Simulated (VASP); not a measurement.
# K (Im-3m) in VASP: further runs

Runs on K. Level: PBEsol+D3(BJ). Tasks: single point.

Program: VASP 6.6.1. These are calculated values, not measurements. Logs are shortened: lines on timing, memory, paths and dates and some standing lists are left out, and cuts for length are marked.

### Step 1. The cell of the first run

It takes space group Im-3m (No. 229, cubic). Conventional cell: a = 5.090 Å, b = 5.090 Å, c = 5.090 Å, α = 90.00°, β = 90.00°, γ = 90.00°. K (site symmetry m-3m) has 14 K at 4.41 to 5.09 Å within 5.8 Å.

### Step 2. Single point, PBEsol+D3(BJ)

Input file INCAR:

```
SYSTEM = K
PREC = Accurate
ENCUT = 520
EDIFF = 1E-7
ISMEAR = 0
SIGMA = 0.1
LREAL = .FALSE.
LASPH = .TRUE.
NELM = 100
ALGO = Normal
ISIF = 2
LWAVE = .FALSE.
LCHARG = .FALSE.
GGA = PS
IVDW = 12
NBANDS = 10
```

Input file KPOINTS:

```
Automatic mesh
0
G
  6 6 6
  0 0 0
```

Input file POSCAR:

```
K
1.0
   -2.5450118239      2.5450118239      2.5450118239
    2.5450118239     -2.5450118239      2.5450118239
    2.5450118239      2.5450118239     -2.5450118239
K
1
Direct
    0.0000000000      0.0000000000      0.0000000000
```

Potentials or basis: VASP PAW PBE potentials, release 64 (K_sv).

Started as:

```
$ cat potpaw_PBE.64/K_sv/POTCAR > POTCAR
$ mpirun -np 1 vasp_std > vasp.out
```

OUTCAR:

```text
SYSTEM = K
   PREC = Accurate
   ENCUT = 520
   EDIFF = 1E-7
   ISMEAR = 0
   LREAL = .FALSE.
   LASPH = .TRUE.
   NELM = 100
   ISIF = 2
   GGA = PS
   IVDW = 12
 IVDW          = 12

 ion  position               nearest neighbor table
   1  0.000  0.000  0.000-

  LATTYP: Found a body centered cubic cell.
 ALAT       =     5.0900236478

  Lattice vectors:

 A1 = (  -2.5450118239,   2.5450118239,   2.5450118239)
 A2 = (   2.5450118239,  -2.5450118239,   2.5450118239)
 A3 = (   2.5450118239,   2.5450118239,  -2.5450118239)

Analysis of symmetry for initial positions (statically):
=====================================================================
 Subroutine PRICEL returns:
 Original cell was already a primitive cell.

 Routine SETGRP: Setting up the symmetry group for a
 body centered cubic supercell.

 Subroutine GETGRP returns: Found 48 space group operations
 (whereof 48 operations were pure point group operations)
 out of a pool of 48 trial point group operations.

The static configuration has the point symmetry O_h .

Analysis of symmetry for dynamics (positions and initial velocities):
=====================================================================
 Subroutine PRICEL returns:
 Original cell was already a primitive cell.

 Routine SETGRP: Setting up the symmetry group for a
 body centered cubic supercell.

 Subroutine GETGRP returns: Found 48 space group operations
 (whereof 48 operations were pure point group operations)
 out of a pool of 48 trial point group operations.

The dynamic configuration has the point symmetry O_h .

 Subroutine INISYM returns: Found 48 space group operations
 (whereof 48 operations are pure point group operations),
 and found     1 'primitive' translations

----------------------------------------------------------------------------------------

                                     Primitive cell

  volume of cell :      65.9370

  direct lattice vectors                    reciprocal lattice vectors
    -2.545011824  2.545011824  2.545011824     0.000000000  0.196462741  0.196462741
     2.545011824 -2.545011824  2.545011824     0.196462741  0.000000000  0.196462741
     2.545011824  2.545011824 -2.545011824     0.196462741  0.196462741  0.000000000

  length of vectors
     4.408089785  4.408089785  4.408089785     0.277840273  0.277840273  0.277840273

  position of ions in fractional coordinates (direct lattice)
     0.000000000  0.000000000  0.000000000

  ion indices of the primitive-cell ions
   primitive index   ion index
                 1           1

----------------------------------------------------------------------------------------

 KPOINTS: Automatic mesh

Automatic generation of k-mesh.
 Grid dimensions read from file:
 generate k-points for:    6    6    6

 Generating k-lattice:

  Cartesian coordinates                     Fractional coordinates (reciprocal lattice)
     0.000000000  0.032743790  0.032743790     0.166666667  0.000000000  0.000000000
     0.032743790  0.000000000  0.032743790     0.000000000  0.166666667  0.000000000
     0.032743790  0.032743790  0.000000000     0.000000000  0.000000000  0.166666667

  Length of vectors
     0.046306712  0.046306712  0.046306712

  Shift w.r.t. Gamma in fractional coordinates (k-lattice)
     0.000000000  0.000000000  0.000000000

 Subroutine IBZKPT returns following result:
 ===========================================

 Found     16 irreducible k-points:

 Following reciprocal coordinates:
            Coordinates               Weight
  0.000000  0.000000  0.000000      1.000000
  0.166667  0.000000  0.000000     12.000000
  0.333333  0.000000  0.000000     12.000000
  0.500000  0.000000  0.000000      6.000000
  0.166667  0.166667  0.000000     24.000000
  0.333333  0.166667  0.000000     48.000000
[... 8 lines left out ...]
  0.500000  0.500000  0.333333     12.000000
  0.500000  0.500000  0.500000      1.000000
   k-points           NKPTS =     16   k-points in BZ     NKDIM =     16   number of bands    NBANDS=     10
   number of dos      NEDOS =    301   number of ions     NIONS =      1
   total plane-waves  NPLWV =  46656
   dimension x,y,z NGX =    36 NGY =   36 NGZ =   36
   dimension x,y,z NGXF=    72 NGYF=   72 NGZF=   72
   ions per type =               1
   NGX,Y,Z   is equivalent  to a cutoff of  13.58, 13.58, 13.58 a.u.
   NGXF,Y,Z  is equivalent  to a cutoff of  27.15, 27.15, 27.15 a.u.
 SYSTEM =  K
   PREC   = accura    normal or accurate (medium, high low for compatibility)
   ISTART =      0    job   : 0-new  1-cont  2-samecut
   ICHARG =      2    charge: 1-file 2-atom 10-const
   ISPIN  =      1    spin polarized calculation?
   LNONCOLLINEAR =      F non collinear calculations
   LSORBIT =      F    spin-orbit coupling
   LASPH  =      T    aspherical Exc in radial PAW
   ENCUT  =  520.0 eV  38.22 Ry    6.18 a.u.   8.20  8.20  8.20*2*pi/ulx,y,z
   NELM   =    100;   NELMIN=  2; NELMDL= -5     # of ELM steps
   EDIFF  = 0.1E-06   stopping-criterion for ELM
   LREAL  =      F    real-space projection
   EDIFFG = 0.1E-05   stopping-criterion for IOM
   NSW    =      0    number of steps for IOM
   IBRION =     -1    ionic relax: 0-MD 1-quasi-New 2-CG
   NFREE  =      0    steps in history (QN), initial steepest desc. (CG)
   ISIF   =      2    stress and relaxation
   ISYM   =      2    0-nonsym 1-usesym 2-fastsym
   POTIM  = 0.5000    time-step for ionic-motion
   TEBEG  =    0.0;   TEEND  =   0.0 temperature during run
   PSTRESS=    0.0 pullay stress
   NELECT =       9.0000    total number of electrons
   NUPDOWN=      -1.0000    fix difference up-down
   EMIN   =  10.00;   EMAX   =-10.00  energy-range for DOS
   EFERMI =   0.00;   METHOD = LEGACY
   ISMEAR =     0;   SIGMA  =   0.10  broadening in eV -4-tet -1-fermi 0-gaus
   EFERMI_NEDOS =   21; number of points for ismear=-14 and -15
   IALGO  =     38    algorithm
   IMIX   =      4    mixing-type and parameters
     AMIX     =   0.40;   BMIX     =  1.00
     AMIX_MAG =   1.60;   BMIX_MAG =  1.00
  volume/ion in A,a.u.               =      65.94       444.97
  Fermi-wavevector in a.u.,A,eV,Ry     =   0.842906  1.592862  9.666813  0.710491
  Thomas-Fermi vector in A             =   1.957688
   LORBIT       =      0    0 simple, 1 ext, 2 COOP (PROOUT), +10 PAW based schemes
   GGA     = PS    functional components
   LHFCALC =     F    Hartree Fock is set to
   AEXX    =    0.0000 exact exchange contribution
   IVDW    =    12    specifies the selected vdW correction
   LEPSILON=     F    determine dielectric tensor
   LRPA    =     F    only Hartree local field effects (RPA)
 non-spin polarized calculation
 Gauss-broadening in eV      SIGMA  =   0.10
  energy-cutoff  :      520.00
  volume of cell :       65.94
 maximum number of plane-waves:      1830
 NGX is ok and might be reduce to    36
   NGX = 17   NGY = 17   NGZ = 17

 number of electron       9.0000001 magnetization

 Free energy of the ion-electron system (eV)
  ---------------------------------------------------
  ext. energy  EPLUGINS =         0.00000000
  ---------------------------------------------------
  free energy    TOTEN  =        -1.11288288 eV

  energy without entropy =       -1.10049780  energy(sigma->0) =       -1.10669034

 E-fermi :   0.1019     XC(G=0):  -5.9759

 val. band max:       -0.1758658607   @ k =   0.1667   0.1667   0.1667
 cond. band min:       0.1130594381   @ k =   0.3333   0.1667   0.0000
 fundamental gap:      0.2889252988
 Fermi energy:         0.1019360999

 k-point     1 :       0.0000    0.0000    0.0000
  band No.  band energies     occupation
      1     -31.8486      2.00000
      2     -15.3489      2.00000
      3     -15.3489      2.00000
      4     -15.3489      2.00000
      5      -2.2388      2.00000
      6       4.4774      0.00000
      7       4.4774      0.00000
      8       4.4774      0.00000
      9       5.4713      0.00000
     10       5.4713      0.00000

 k-point     2 :       0.1667    0.0000    0.0000
  band No.  band energies     occupation
      1     -31.8468      2.00000
      2     -15.3746      2.00000
      3     -15.3573      2.00000
      4     -15.3490      2.00000
      5      -1.8652      2.00000
      6       3.8325      0.00000
      7       4.0746      0.00000
      8       4.7914      0.00000
      9       5.2068      0.00000
     10       5.4151      0.00000

 k-point     3 :       0.3333    0.0000    0.0000
  band No.  band energies     occupation
      1     -31.8433      2.00000
      2     -15.4250      2.00000
      3     -15.3739      2.00000
      4     -15.3490      2.00000
      5      -0.8244      2.00000
      6       2.2951      0.00000
      7       3.4994      0.00000
      8       5.3338      0.00000
      9       5.5554      0.00000
     10       5.6959      0.00000

 k-point     4 :       0.5000    0.0000    0.0000
  band No.  band energies     occupation
      1     -31.8415      2.00000
      2     -15.4498      2.00000
      3     -15.3822      2.00000
      4     -15.3490      2.00000
      5       0.5129      0.00000
      6       0.8285      0.00000
      7       3.2727      0.00000
      8       5.1881      0.00000
      9       6.0347      0.00000
     10       6.3958      0.00000

 k-point     5 :       0.1667    0.1667    0.0000
  band No.  band energies     occupation
      1     -31.8442      2.00000
      2     -15.4088      2.00000
      3     -15.3678      2.00000
      4     -15.3548      2.00000
      5      -1.1557      2.00000
      6       2.9658      0.00000
      7       3.3719      0.00000
      8       5.0809      0.00000
      9       5.2584      0.00000
     10       5.8253      0.00000

 k-point     6 :       0.3333    0.1667    0.0000
  band No.  band energies     occupation
      1     -31.8415      2.00000
      2     -15.4369      2.00000
      3     -15.3875      2.00000
      4     -15.3568      2.00000
      5       0.1131      0.87500
      6       1.6339      0.00000
      7       2.8615      0.00000
      8       5.0069      0.00000
      9       5.6850      0.00000
     10       6.1066      0.00000

 k-point     7 :       0.3333    0.3333    0.0000
  band No.  band energies     occupation
      1     -31.8407      2.00000
      2     -15.4182      2.00000
      3     -15.4182      2.00000
      4     -15.3615      2.00000
      5       1.3189      0.00000
      6       1.3189      0.00000
      7       1.7610      0.00000
      8       4.9927      0.00000
      9       5.6520      0.00000
     10       5.6520      0.00000

 k-point     8 :       0.1667    0.1667    0.1667
  band No.  band energies     occupation
      1     -31.8422      2.00000
      2     -15.4283      2.00000
      3     -15.3714      2.00000
      4     -15.3714      2.00000
      5      -0.1759      1.99991
      6       2.3843      0.00000
      7       2.3843      0.00000
      8       4.8582      0.00000
      9       5.8761      0.00000
     10       5.8761      0.00000

 k-point     9 :       0.3333    0.1667    0.1667
  band No.  band energies     occupation
      1     -31.8412      2.00000
      2     -15.4236      2.00000
      3     -15.3941      2.00000
      4     -15.3732      2.00000
      5       1.1575      0.00000
      6       1.2002      0.00000
      7       2.1950      0.00000
      8       4.1455      0.00000
      9       5.9976      0.00000
     10       6.1014      0.00000

 k-point    10 :      -0.1667    0.1667    0.1667
  band No.  band energies     occupation
      1     -31.8452      2.00000
      2     -15.3795      2.00000
      3     -15.3660      2.00000
      4     -15.3660      2.00000
      5      -1.5037      2.00000
      6       3.8996      0.00000
      7       3.9613      0.00000
      8       3.9613      0.00000
      9       4.9112      0.00000
     10       5.9679      0.00000

 k-point    11 :      -0.3333    0.3333    0.1667
  band No.  band energies     occupation
      1     -31.8418      2.00000
      2     -15.4204      2.00000
      3     -15.3833      2.00000
      4     -15.3682      2.00000
      5      -0.4974      2.00000
      6       2.4255      0.00000
      7       3.5887      0.00000
      8       4.1050      0.00000
      9       5.6124      0.00000
     10       5.6877      0.00000

 k-point    12 :       0.5000    0.5000    0.1667
  band No.  band energies     occupation
      1     -31.8402      2.00000
      2     -15.4425      2.00000
      3     -15.3919      2.00000
      4     -15.3672      2.00000
      5       0.8784      0.00000
      6       0.9702      0.00000
      7       3.4119      0.00000
      8       3.9588      0.00000
      9       5.5949      0.00000
     10       6.9059      0.00000

 k-point    13 :      -0.3333    0.5000    0.1667
  band No.  band energies     occupation
      1     -31.8395      2.00000
      2     -15.4299      2.00000
      3     -15.4073      2.00000
      4     -15.3746      2.00000
      5       0.6622      0.00000
      6       1.7979      0.00000
      7       2.6280      0.00000
      8       4.4997      0.00000
      9       5.0220      0.00000
     10       6.2052      0.00000

 k-point    14 :      -0.3333    0.3333    0.3333
  band No.  band energies     occupation
      1     -31.8389      2.00000
      2     -15.4152      2.00000
      3     -15.4019      2.00000
      4     -15.4019      2.00000
      5       0.3778      0.00010
      6       2.2695      0.00000
      7       3.6921      0.00000
      8       3.6921      0.00000
      9       4.3599      0.00000
     10       5.9887      0.00000

 k-point    15 :       0.5000    0.5000    0.3333
  band No.  band energies     occupation
      1     -31.8374      2.00000
      2     -15.4280      2.00000
      3     -15.4111      2.00000
      4     -15.4030      2.00000
      5       1.3668      0.00000
      6       1.5894      0.00000
      7       3.2874      0.00000
      8       3.7016      0.00000
      9       4.5168      0.00000
     10       6.7085      0.00000

 k-point    16 :       0.5000    0.5000    0.5000
  band No.  band energies     occupation
      1     -31.8361      2.00000
      2     -15.4207      2.00000
      3     -15.4207      2.00000
      4     -15.4207      2.00000
      5       1.6917      0.00000
      6       1.6917      0.00000
      7       3.8514      0.00000
      8       3.8514      0.00000
      9       3.8514      0.00000
     10       6.3042      0.00000

------------------------ aborting loop because EDIFF is reached ----------------------------------------

 Edisp (eV)   -0.13760

 E8    (eV) :    -0.1028

  FORCE on cell =-STRESS in cart. coord.  units (eV):
  Direction    XX          YY          ZZ          XY          YZ          ZX
  --------------------------------------------------------------------------------------
  -------------------------------------------------------------------------------------
  Total       0.00126     0.00126     0.00126     0.00000     0.00000    -0.00000
  in kB       0.03060     0.03060     0.03060     0.00000     0.00000    -0.00000
  external pressure =        0.03 kB  Pullay stress =        0.00 kB

 VOLUME and BASIS-vectors are now :
 -----------------------------------------------------------------------------
  energy-cutoff  :      520.00
  volume of cell :       65.94
      direct lattice vectors                 reciprocal lattice vectors
    -2.545011824  2.545011824  2.545011824     0.000000000  0.196462741  0.196462741
     2.545011824 -2.545011824  2.545011824     0.196462741  0.000000000  0.196462741
     2.545011824  2.545011824 -2.545011824     0.196462741  0.196462741  0.000000000

 POSITION                                       TOTAL-FORCE (eV/Angst)
 -----------------------------------------------------------------------------------
      0.00000      0.00000      0.00000         0.000000      0.000000      0.000000
 -----------------------------------------------------------------------------------
    total drift:                               -0.000000      0.000000      0.000000

  FREE ENERGIE OF THE ION-ELECTRON SYSTEM (eV)
  ---------------------------------------------------
  free  energy   TOTEN  =        -1.2504869955 eV

  energy  without entropy=       -1.2381019145  energy(sigma->0) =       -1.24429446
```

It used 12 s of CPU time on 1 thread of Intel Xeon 6975P-C, with other jobs on the host.

Results:

- Free energy: -1.2505 eV
- Pressure: 0.0 GPa
- Dispersion energy per atom: -0.138 eV

Levels at points of the mesh, in eV from the Fermi level:
```tsv
k point	band 2	band 3	band 4	band 5	band 6	band 7
(0.00, 0.00, 0.00)	-15.45	-15.45	-15.45	-2.34	4.38	4.38
(0.50, 0.00, 0.00)	-15.55	-15.48	-15.45	0.41	0.73	3.17
(0.50, 0.50, 0.50)	-15.52	-15.52	-15.52	1.59	1.59	3.75
```

Caveat: three body term missing; the PAW data sets were made with another functional, which shifts forces and pressure a little; pairwise dispersion overbinds metals, which lowers pressure and volume.

### Step 3. Single point, PBEsol+D3(BJ)

This run uses another cell than the first one, of 71.32 Å³/atom, 1.082 times its volume.

Input file INCAR:

```
SYSTEM = K
PREC = Accurate
ENCUT = 520
EDIFF = 1E-6
ISMEAR = 0
SIGMA = 0.1
LREAL = .False.
LASPH = .True.
NELM = 60
ALGO = Normal
ISIF = 2
LWAVE = .False.
LCHARG = .False.
GGA = PS
IVDW = 12
NBANDS = 10
```

Input file KPOINTS:

```
Automatic mesh
0
Gamma
  6 6 6
  0 0 0
```

Input file POSCAR:

```
K
1.0
   -2.6125000000      2.6125000000      2.6125000000
    2.6125000000     -2.6125000000      2.6125000000
    2.6125000000      2.6125000000     -2.6125000000
K
1
Direct
    0.0000000000      0.0000000000      0.0000000000
```

Potentials or basis: VASP PAW PBE potentials, release 64 (K_sv).

Started as:

```
$ cat potpaw_PBE.64/K_sv/POTCAR > POTCAR
$ mpirun -np 1 vasp_std > vasp.out
```

Wall time 11 s (1 thread of Intel Xeon 6975P-C, shared host); peak memory 0.2 GiB.

Results (log left out):

- Free energy: -1.2460 eV
- Pressure: -0.3 GPa
- Dispersion energy per atom: -0.127 eV

Levels at points of the mesh, in eV from the Fermi level:
```csv
k point,band 2,band 3,band 4,band 5,band 6,band 7
"(0.00, 0.00, 0.00)",-15.50,-15.50,-15.50,-2.22,4.31,4.31
"(0.50, 0.00, 0.00)",-15.58,-15.53,-15.50,0.42,0.68,3.15
"(0.50, 0.50, 0.50)",-15.56,-15.56,-15.56,1.64,1.64,3.53
```

Caveat: three body term missing; the PAW data sets were made with another functional, which shifts forces and pressure a little; pairwise dispersion overbinds metals, which lowers pressure and volume.
